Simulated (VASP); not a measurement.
# AgBr in VASP: further runs, part 2 of 2

VASP 6.6.1.

**3. Single point, PBEsol, non-collinear spin, zero start, spin-orbit coupling (z stretched by -0.5 %, x and y held)**

Input file INCAR:

```
SYSTEM = AgBr
PREC = Accurate
ENCUT = 500
EDIFF = 1E-6
ISMEAR = -1
SIGMA = 0.01
LREAL = .FALSE.
LASPH = .TRUE.
NELM = 200
ALGO = Normal
ISIF = 2
LWAVE = .FALSE.
LCHARG = .TRUE.
LNONCOLLINEAR = .TRUE.
MAGMOM = 0 0 0 0 0 0
LORBIT = 11
LSORBIT = .TRUE.
GGA_COMPAT = .FALSE.
LORBMOM = .TRUE.
LMAXMIX = 4
GGA = PS
LVHAR = .TRUE.
NBANDS = 30
```

Input file KPOINTS:

```
Automatic mesh
0
G
  6 6 6
  0 0 0
```

Input file POSCAR:

```
AgBr
1.0
    0.0000000000      2.8376895004      2.8235010529
    2.8376895004      0.0000000000      2.8235010529
    2.8376895004      2.8376895004      0.0000000000
Ag Br
1 1
Direct
    0.0000000000      0.0000000000      0.0000000000
    0.5000000000      0.5000000000      0.5000000000
```

Potentials or basis: VASP PAW PBE potentials, release 64 (Ag, Br).

Run with:

```sh
$ cat potpaw_PBE.64/Ag/POTCAR potpaw_PBE.64/Br/POTCAR > POTCAR
$ mpirun -np 1 vasp_ncl > vasp.out
```

OUTCAR:

```text
SYSTEM = AgBr
   PREC = Accurate
   ENCUT = 500
   EDIFF = 1E-6
   ISMEAR = -1
   LREAL = .FALSE.
   LASPH = .TRUE.
   NELM = 200
   ISIF = 2
   LNONCOLLINEAR = .TRUE.
   LORBIT = 11
   LSORBIT = .TRUE.
   GGA = PS

 ion  position               nearest neighbor table
   1  0.000  0.000  0.000-   2 2.82   2 2.82   2 2.84   2 2.84   2 2.84   2 2.84
   2  0.500  0.500  0.500-   1 2.82   1 2.82   1 2.84   1 2.84   1 2.84   1 2.84

  LATTYP: Found a body centered tetragonal cell.
 ALAT       =     4.0130989773
 C/A-ratio  =     1.4071424946

  Lattice vectors:

 A1 = (   0.0000000000,  -2.8376895004,  -2.8235010529)
 A2 = (   0.0000000000,   2.8376895004,  -2.8235010529)
 A3 = (   2.8376895004,   0.0000000000,   2.8235010529)

Analysis of symmetry for initial positions (statically):
=====================================================================
 Subroutine PRICEL returns:
 Original cell was already a primitive cell.

 Routine SETGRP: Setting up the symmetry group for a
 body centered tetragonal supercell.

 Subroutine GETGRP returns: Found 16 space group operations
 (whereof 16 operations were pure point group operations)
 out of a pool of 16 trial point group operations.

The static configuration has the point symmetry D_4h.

Analysis of symmetry for dynamics (positions and initial velocities):
=====================================================================
 Subroutine PRICEL returns:
 Original cell was already a primitive cell.

 Routine SETGRP: Setting up the symmetry group for a
 body centered tetragonal supercell.

 Subroutine GETGRP returns: Found 16 space group operations
 (whereof 16 operations were pure point group operations)
 out of a pool of 16 trial point group operations.

The dynamic configuration has the point symmetry D_4h.

Analysis of structural, dynamic, and magnetic symmetry:
=====================================================================
 Subroutine PRICEL returns:
 Original cell was already a primitive cell.

 Routine SETGRP: Setting up the symmetry group for a
[... 1003 lines left out ...]
  1        -0.000   0.000   0.000
  2         0.000  -0.000   0.000
 ----------------------------------------
            0.000   0.000   0.000

 orbital moment (z)

 # of ion     p       d       tot
 ----------------------------------------
  1         0.000   0.000   0.000
  2         0.000   0.000   0.000
 ----------------------------------------
            0.000   0.000   0.000

 Spin-Orbit-Coupling matrix elements

 Ion:    1  E_soc:     -0.0406955
 l=   1
     0.0000000    -0.0012012    -0.0011857
    -0.0012012     0.0000000    -0.0012012
    -0.0011857    -0.0012012     0.0000000
 l=   2
     0.0000000    -0.0011277     0.0000000    -0.0011277    -0.0044593
    -0.0011277     0.0000000    -0.0033444    -0.0011273    -0.0011144
     0.0000000    -0.0033444     0.0000000    -0.0033444     0.0000000
    -0.0011277    -0.0011273    -0.0033444     0.0000000    -0.0011144
    -0.0044593    -0.0011144     0.0000000    -0.0011144     0.0000000
 l=   3
     0.0000000     0.0000000     0.0000000     0.0000000     0.0000000     0.0000000     0.0000000
     0.0000000     0.0000000     0.0000000     0.0000000     0.0000000     0.0000000     0.0000000
     0.0000000     0.0000000     0.0000000     0.0000000     0.0000000     0.0000000     0.0000000
     0.0000000     0.0000000     0.0000000     0.0000000     0.0000000     0.0000000     0.0000000
     0.0000000     0.0000000     0.0000000     0.0000000     0.0000000     0.0000000     0.0000000
     0.0000000     0.0000000     0.0000000     0.0000000     0.0000000     0.0000000     0.0000000
     0.0000000     0.0000000     0.0000000     0.0000000     0.0000000     0.0000000     0.0000000

 Ion:    2  E_soc:     -0.0573475
 l=   1
     0.0000000    -0.0095427    -0.0095433
    -0.0095427     0.0000000    -0.0095427
    -0.0095433    -0.0095427     0.0000000
 l=   2
     0.0000000     0.0000004     0.0000000     0.0000004    -0.0000151
     0.0000004     0.0000000    -0.0000117     0.0000004    -0.0000038
     0.0000000    -0.0000117     0.0000000    -0.0000117     0.0000000
     0.0000004     0.0000004    -0.0000117     0.0000000    -0.0000038
    -0.0000151    -0.0000038     0.0000000    -0.0000038     0.0000000
 l=   3
     0.0000000     0.0000000     0.0000000     0.0000000     0.0000000     0.0000000     0.0000000
     0.0000000     0.0000000     0.0000000     0.0000000     0.0000000     0.0000000     0.0000000
     0.0000000     0.0000000     0.0000000     0.0000000     0.0000000     0.0000000     0.0000000
     0.0000000     0.0000000     0.0000000     0.0000000     0.0000000     0.0000000     0.0000000
     0.0000000     0.0000000     0.0000000     0.0000000     0.0000000     0.0000000     0.0000000
     0.0000000     0.0000000     0.0000000     0.0000000     0.0000000     0.0000000     0.0000000
     0.0000000     0.0000000     0.0000000     0.0000000     0.0000000     0.0000000     0.0000000

 total charge

# of ion       s       p       d       tot
------------------------------------------
    1        0.241   0.171   9.338   9.750
    2        1.610   3.172   0.032   4.814
--------------------------------------------------
tot          1.851   3.344   9.370  14.564

 magnetization (x)

# of ion       s       p       d       tot
------------------------------------------
    1        0.000   0.000   0.000   0.000
    2        0.000  -0.000   0.000  -0.000
--------------------------------------------------
tot          0.000  -0.000   0.000   0.000

 magnetization (y)

# of ion       s       p       d       tot
------------------------------------------
    1       -0.000   0.000  -0.000  -0.000
    2       -0.000   0.000   0.000   0.000
--------------------------------------------------
tot         -0.000   0.000  -0.000  -0.000

 magnetization (z)

# of ion       s       p       d       tot
------------------------------------------
    1        0.000   0.000   0.000   0.000
    2        0.000   0.000  -0.000   0.000
--------------------------------------------------
tot          0.000   0.000  -0.000   0.000
```

OSZICAR:

```text
N       E                     dE             d eps       ncg     rms          rms(c)
DAV:   1     0.111354745797E+03    0.11135E+03   -0.81420E+03  1816   0.105E+03
DAV:   2    -0.438576048930E-01   -0.11140E+03   -0.10497E+03  2002   0.244E+02
DAV:   3    -0.583081868429E+01   -0.57870E+01   -0.57418E+01  2158   0.560E+01
DAV:   4    -0.587506870806E+01   -0.44250E-01   -0.44237E-01  1984   0.527E+00
DAV:   5    -0.587546425943E+01   -0.39555E-03   -0.39554E-03  2116   0.484E-01    0.739E+00
DAV:   6    -0.574799481506E+01    0.12747E+00   -0.27586E-01  2036   0.772E+00    0.484E+00
DAV:   7    -0.574608500216E+01    0.19098E-02   -0.63368E-02  2040   0.172E+00    0.196E+00
DAV:   8    -0.574520835037E+01    0.87665E-03   -0.41384E-03  2024   0.740E-01    0.700E-01
DAV:   9    -0.574511847620E+01    0.89874E-04   -0.26205E-04  2070   0.154E-01    0.149E-01
DAV:  10    -0.574510895046E+01    0.95257E-05   -0.11036E-04  1992   0.136E-01    0.258E-02
DAV:  11    -0.574511396061E+01   -0.50101E-05   -0.11070E-05  2046   0.488E-02    0.892E-03
DAV:  12    -0.574511499498E+01   -0.10344E-05   -0.23663E-06  2008   0.134E-02    0.598E-03
DAV:  13    -0.574511493352E+01    0.61458E-07   -0.18613E-07  1104   0.327E-03
   1 F= -.57451149E+01 E0= -.57451149E+01  d E =-.118881E-10  mag=    -0.0000     0.0000    -0.0000
```

stdout:

```text
POSCAR found type information on POSCAR AgBr
 POSCAR found :  2 types and       2 ions
 scaLAPACK will be used
 -----------------------------------------------------------------------------
|                                                                             |
|                                                                             |
|     You enforced a specific xc type in the INCAR file but a different       |
|     I HOPE YOU KNOW WHAT YOU ARE DOING!                                     |
|                                                                             |
 -----------------------------------------------------------------------------

 LDA part: xc-table for (Slater+PW92), standard interpolation
 POSCAR, INCAR and KPOINTS ok, starting setup
 FFT: planning ... GRIDC
 FFT: planning ... GRID_SOFT
 FFT: planning ... GRID
 WAVECAR not read
 entering main loop
```

Wall time 52 s (1 thread of AMD EPYC 9R45 (Zen 5), shared host); peak memory 0.27 GiB.

Results:

```yaml
Free_energy: -5.7451 eV
Pressure: 0.2 GPa
Net_moment: 0.00 μB per cell
Valence_electrons_inside_the_program's_atomic_spheres: Ag 9.75; Br 4.81
```

Moments on the atoms (μB; x, y, z):
```
Ag  0.00 0.00 0.00
Br  0.00 0.00 0.00
```

Caveat: the cell differs from its parent crystal (z stretched by -0.5 %, x and y held); the PAW data sets were made with another functional, which shifts forces and pressure a little.

**4. Single point, PBEsol, non-collinear spin, zero start, spin-orbit coupling (z stretched by +0.5 %, x and y held)**

Input file INCAR:

```
PREC = Accurate
ENCUT = 500
EDIFF = 1E-6
ISMEAR = -1
SIGMA = 0.01
LREAL = False
LASPH = True
NELM = 200
ALGO = Normal
ISIF = 2
LWAVE = False
LCHARG = False
MAGMOM = 0 0 0 0 0 0
LORBIT = 11
LSORBIT = True
GGA_COMPAT = False
LORBMOM = True
LMAXMIX = 4
GGA = PS
NBANDS = 30
```

Input file KPOINTS:

```
regular mesh
0
Gamma
  6 6 6
```

Input file POSCAR:

```
AgBr
1.0
    0.0000000000      2.8376895004      2.8518779479
    2.8376895004      0.0000000000      2.8518779479
    2.8376895004      2.8376895004      0.0000000000
Ag Br
1 1
Direct
    0.0000000000      0.0000000000      0.0000000000
    0.5000000000      0.5000000000      0.5000000000
```

Potentials or basis: VASP PAW PBE potentials, release 64 (Ag, Br).

Run with:

```sh
$ cat potpaw_PBE.64/Ag/POTCAR potpaw_PBE.64/Br/POTCAR > POTCAR
$ mpirun -np 1 vasp_ncl > vasp.out
```

OUTCAR:

```text
PREC = Accurate
   ENCUT = 500
   EDIFF = 1E-6
   ISMEAR = -1
   LREAL = False
   LASPH = True
   NELM = 200
   ISIF = 2
   LORBIT = 11
   LSORBIT = True
   GGA = PS

 ion  position               nearest neighbor table
   1  0.000  0.000  0.000-   2 2.84   2 2.84   2 2.84   2 2.84   2 2.85   2 2.85
   2  0.500  0.500  0.500-   1 2.84   1 2.84   1 2.84   1 2.84   1 2.85   1 2.85

  LATTYP: Found a body centered tetragonal cell.
 ALAT       =     4.0130989773
 C/A-ratio  =     1.4212846302

  Lattice vectors:

 A1 = (  -2.8376895004,   0.0000000000,   2.8518779479)
 A2 = (   2.8376895004,   0.0000000000,   2.8518779479)
 A3 = (   0.0000000000,   2.8376895004,  -2.8518779479)

Analysis of symmetry for initial positions (statically):
=====================================================================
 Subroutine PRICEL returns:
 Original cell was already a primitive cell.

 Routine SETGRP: Setting up the symmetry group for a
 body centered tetragonal supercell.

 Subroutine GETGRP returns: Found 16 space group operations
 (whereof 16 operations were pure point group operations)
[... 1057 lines left out ...]
     0.0000000     0.0000000     0.0000000     0.0000000     0.0000000     0.0000000     0.0000000
     0.0000000     0.0000000     0.0000000     0.0000000     0.0000000     0.0000000     0.0000000
     0.0000000     0.0000000     0.0000000     0.0000000     0.0000000     0.0000000     0.0000000
     0.0000000     0.0000000     0.0000000     0.0000000     0.0000000     0.0000000     0.0000000
     0.0000000     0.0000000     0.0000000     0.0000000     0.0000000     0.0000000     0.0000000

 Ion:    2  E_soc:     -0.0574566
 l=   1
     0.0000000    -0.0095617    -0.0095614
    -0.0095617     0.0000000    -0.0095617
    -0.0095614    -0.0095617     0.0000000
 l=   2
     0.0000000     0.0000004     0.0000000     0.0000004    -0.0000152
     0.0000004     0.0000000    -0.0000111     0.0000003    -0.0000038
     0.0000000    -0.0000111     0.0000000    -0.0000111     0.0000000
     0.0000004     0.0000003    -0.0000111     0.0000000    -0.0000038
    -0.0000152    -0.0000038     0.0000000    -0.0000038     0.0000000
 l=   3
     0.0000000     0.0000000     0.0000000     0.0000000     0.0000000     0.0000000     0.0000000
     0.0000000     0.0000000     0.0000000     0.0000000     0.0000000     0.0000000     0.0000000
     0.0000000     0.0000000     0.0000000     0.0000000     0.0000000     0.0000000     0.0000000
     0.0000000     0.0000000     0.0000000     0.0000000     0.0000000     0.0000000     0.0000000
     0.0000000     0.0000000     0.0000000     0.0000000     0.0000000     0.0000000     0.0000000
     0.0000000     0.0000000     0.0000000     0.0000000     0.0000000     0.0000000     0.0000000
     0.0000000     0.0000000     0.0000000     0.0000000     0.0000000     0.0000000     0.0000000

 total charge

# of ion       s       p       d       tot
------------------------------------------
    1        0.238   0.167   9.338   9.743
    2        1.609   3.171   0.031   4.811
--------------------------------------------------
tot          1.848   3.338   9.369  14.554

 magnetization (x)

# of ion       s       p       d       tot
------------------------------------------
    1        0.000   0.000   0.000   0.000
    2       -0.000   0.000   0.000   0.000
--------------------------------------------------
tot          0.000   0.000   0.000   0.000

 magnetization (y)

# of ion       s       p       d       tot
------------------------------------------
    1       -0.000   0.000   0.000  -0.000
    2        0.000  -0.000  -0.000  -0.000
--------------------------------------------------
tot         -0.000  -0.000  -0.000  -0.000

 magnetization (z)

# of ion       s       p       d       tot
------------------------------------------
    1        0.000   0.000   0.000   0.000
    2        0.000   0.000   0.000   0.000
--------------------------------------------------
tot          0.000   0.000   0.000   0.000
```

OSZICAR:

```text
N       E                     dE             d eps       ncg     rms          rms(c)
DAV:   1     0.111646017584E+03    0.11165E+03   -0.82188E+03  1816   0.106E+03
DAV:   2     0.226199195383E-01   -0.11162E+03   -0.10477E+03  2016   0.244E+02
DAV:   3    -0.582786028452E+01   -0.58505E+01   -0.58037E+01  2124   0.560E+01
DAV:   4    -0.587485974130E+01   -0.46999E-01   -0.46981E-01  2054   0.535E+00
DAV:   5    -0.587528764451E+01   -0.42790E-03   -0.42789E-03  2120   0.498E-01    0.719E+00
DAV:   6    -0.574789372712E+01    0.12739E+00   -0.27466E-01  2066   0.769E+00    0.472E+00
DAV:   7    -0.574605306123E+01    0.18407E-02   -0.63633E-02  2046   0.172E+00    0.193E+00
DAV:   8    -0.574518485897E+01    0.86820E-03   -0.42148E-03  2042   0.746E-01    0.700E-01
DAV:   9    -0.574509527638E+01    0.89583E-04   -0.26421E-04  2076   0.156E-01    0.149E-01
DAV:  10    -0.574508636861E+01    0.89078E-05   -0.11277E-04  2022   0.139E-01    0.262E-02
DAV:  11    -0.574509167638E+01   -0.53078E-05   -0.11742E-05  2072   0.500E-02    0.897E-03
DAV:  12    -0.574509269653E+01   -0.10202E-05   -0.23752E-06  2012   0.135E-02    0.575E-03
DAV:  13    -0.574509264108E+01    0.55451E-07   -0.20123E-07  1152   0.338E-03
   1 F= -.57450926E+01 E0= -.57450926E+01  d E =-.956875E-11  mag=     0.0000    -0.0000    -0.0000
```

Wall time 49 s (1 thread of AMD EPYC 9R45 (Zen 5), shared host); peak memory 0.27 GiB.

Results:

* Free energy: -5.7451 eV
* Pressure: -0.3 GPa
* Net moment: 0.00 μB per cell
* Valence electrons inside the program's atomic spheres: Ag 9.74; Br 4.81

Stress tensor (GPa, compression positive):
```
-0.24  0.00  0.00
 0.00 -0.24  0.00
 0.00  0.00 -0.42
```

Moments on the atoms (μB; x, y, z):
```
Ag  0.00 0.00 0.00
Br  0.00 0.00 0.00
```

Caveat: the cell differs from its parent crystal (z stretched by +0.5 %, x and y held); the PAW data sets were made with another functional, which shifts forces and pressure a little.

**5. Single point, PBEsol, non-collinear spin, zero start, spin-orbit coupling (equal xy, yz and zx engineering shears of -0.5 %)**

Input file INCAR:

```
  ALGO = Normal
  EDIFF = 1E-6
  ENCUT = 500
  GGA = PS
  GGA_COMPAT = F
  ISIF = 2
  ISMEAR = -1
  LASPH = T
  LCHARG = F
  LMAXMIX = 4
  LORBIT = 11
  LORBMOM = T
  LREAL = F
  LSORBIT = T
  LWAVE = F
  MAGMOM = 0 0 0 0 0 0
  NBANDS = 30
  NELM = 200
  PREC = Accurate
  SIGMA = 0.01
```

Input file KPOINTS:

```
k-points
0
Gamma
  6 6 6
```

Input file POSCAR:

```
AgBr
1.0
   -0.0141884475      2.8305952766      2.8305952766
    2.8305952766     -0.0141884475      2.8305952766
    2.8305952766      2.8305952766     -0.0141884475
Ag Br
1 1
Direct
    0.0000000000      0.0000000000      0.0000000000
    0.5000000000      0.5000000000      0.5000000000
```

Run with:

```sh
$ cat potpaw_PBE.64/Ag/POTCAR potpaw_PBE.64/Br/POTCAR > POTCAR
$ mpirun -np 1 vasp_ncl > vasp.out
```

Wall time 52 s (1 thread of AMD EPYC 9R45 (Zen 5), shared host); peak memory 0.27 GiB.

The run converged. Its results:

```yaml
Free_energy: -5.7453 eV
Pressure: 0.0 GPa
Net_moment: 0.00 μB per cell
Valence_electrons_inside_the_program's_atomic_spheres: Ag 9.75; Br 4.81
```

Moments on the atoms (μB; x, y, z):
```
Ag  0.00 0.00 0.00
Br  0.00 0.00 0.00
```

Caveat: the cell differs from its parent crystal (equal xy, yz and zx engineering shears of -0.5 %); the PAW data sets were made with another functional, which shifts forces and pressure a little.

**6. The runs side by side**

```tsv
cell	pressure (GPa)	moment (μB)
a = 4.033 Å, angles 60.0°, 2 atoms	-0.8	0.00
a = 4.003, b = 4.003, c = 4.013 Å, angles 59.9, 59.9, 60.2°, 2 atoms	0.2	0.00
a = 4.023, b = 4.023, c = 4.013 Å, angles 60.1, 60.1, 59.8°, 2 atoms	-0.3	0.00
a = 4.003 Å, angles 60.3°, 2 atoms	0.0	0.00
```

Alike in all rows: task single point; level PBEsol; potentials or basis VASP PAW PBE potentials, release 64 (Ag, Br); spin non-collinear, zero start, SOC; k mesh 6 × 6 × 6; cutoff (eV) 500; smearing fermi-dirac 0.01 eV.

Caveats: the PAW data sets were made with another functional, which shifts forces and pressure a little.

Absolute energies hang on the potentials; compare differences alone.
